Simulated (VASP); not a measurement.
A run of VASP 6.6.1 is set up as follows.

The input INCAR:

```
SYSTEM = EuOs
PREC = Accurate
ENCUT = 520
EDIFF = 1E-7
ISMEAR = 0
SIGMA = 0.05
LREAL = .FALSE.
LASPH = .TRUE.
NELM = 150
ALGO = Normal
ISIF = 2
LWAVE = .FALSE.
LCHARG = .FALSE.
ISPIN = 2
MAGMOM = 7.01 0
LORBIT = 11
LMAXMIX = 6
GGA = CA
NBANDS = 24
```

The input KPOINTS:

```
Automatic mesh
0
G
  10 10 10
  0 0 0
```

File POSCAR:

```
EuOs
1.0
    3.4560940622      0.0000000000      0.0000000000
    0.0000000000      3.4560940622      0.0000000000
    0.0000000000      0.0000000000      3.4560940622
Eu Os
1 1
Direct
    0.0000000000      0.0000000000      0.0000000000
    0.5000000000      0.5000000000      0.5000000000
```

Potentials or basis: VASP PAW PBE potentials, release 64 (Eu, Os).

Run with:

```sh
$ cat potpaw_PBE.64/Eu/POTCAR potpaw_PBE.64/Os/POTCAR > POTCAR
$ mpirun -np 1 vasp_std > vasp.out
```

Problem. What does it give for the net moment?

Solution. 5.89 μB per cell.

Problem. Estimate the pressure.

Solution. -9.0 GPa.

Problem. What does it give for the site moments?

Solution. Eu +6.24; Os -0.58 μB.

Caveat: the PAW data sets were made with another functional, which shifts forces and pressure a little. The state reached can hang on the start; a lower one may exist.
